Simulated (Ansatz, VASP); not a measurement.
**One calculation of WS2, two programs**

INCAR

```
SYSTEM = WS2
PREC = Accurate
ENCUT = 520
EDIFF = 1E-7
ISMEAR = 0
SIGMA = 0.05
LREAL = .False.
LASPH = .True.
NELM = 80
ALGO = Normal
ISIF = 2
LWAVE = .False.
LCHARG = .False.
GGA = PS
NBANDS = 35
```

Contents of KPOINTS:

```
Automatic mesh
0
Gamma
  12 12 2
  0 0 0
```

File POSCAR:

```
WS2
1.0
    3.2304712944      0.0000000000      0.0000000000
   -1.6152356472      2.7976702071      0.0000000000
    0.0000000000      0.0000000000     23.2497019057
W S
2 4
Direct
    0.3333333333      0.6666666667      0.6345659624
    0.6666666667      0.3333333333      0.3654340376
    0.3333333333      0.6666666667      0.2989660749
    0.6666666667      0.3333333333      0.5680485953
    0.3333333333      0.6666666667      0.4319514047
    0.6666666667      0.3333333333      0.7010339251
```

Input for Ansatz:

```yaml
crystal:
  lattice:
    - [3.2304712944, 0.0, 0.0]
    - [-1.6152356472, 2.7976702071, 0.0]
    - [0.0, 0.0, 23.2497019057]
  atoms:
    - { symbol: W, position: [0.3333333333, 0.6666666667, 0.6345659624] }
    - { symbol: W, position: [0.6666666667, 0.3333333333, 0.3654340376] }
    - { symbol: S, position: [0.3333333333, 0.6666666667, 0.2989660749] }
    - { symbol: S, position: [0.6666666667, 0.3333333333, 0.5680485953] }
    - { symbol: S, position: [0.3333333333, 0.6666666667, 0.4319514047] }
    - { symbol: S, position: [0.6666666667, 0.3333333333, 0.7010339251] }
basis:
  ecutwfc: 420
kpoints:
  mp_grid: { grid: [12, 12, 2] }
hamiltonian:
  xc: pbesol
  pseudopotentials: { kind: paw, azcp: { folder: soft_1 } }
scf:
  occupations: { method: gaussian, width: 0.05 }
output:
  forces: true
  stress: true
  eigenvalues: true
```

Alike in both runs: task single point; functional PBEsol; k mesh 12 × 12 × 2; occupations gaussian, width 0.05 eV; no spin polarisation.

```csv
,VASP,Ansatz
version,VASP 6.6.1,Ansatz 0.2.0
potentials or method,"VASP PAW PBE potentials, release 64 (W_sv, S), cutoff 520 eV","scalar-relativistic, plane waves, PAW"
valence electrons in the cell,52,52
```

```tsv
	VASP	Ansatz	Ansatz less VASP
gap on the k mesh at the Fermi level (eV)	1.05	1.03	-0.015
least direct gap on the mesh (eV)	1.57	1.57	-0.003
rms of the force components (eV/Å)	0.071	0.080	+0.0090
```

VASP's potentials were made for PBE, not for PBEsol, and Ansatz warns of the same on its side. Atom by atom the forces differ by 0.009 eV/Å (rms over components).

Spin-orbit coupling is off throughout.
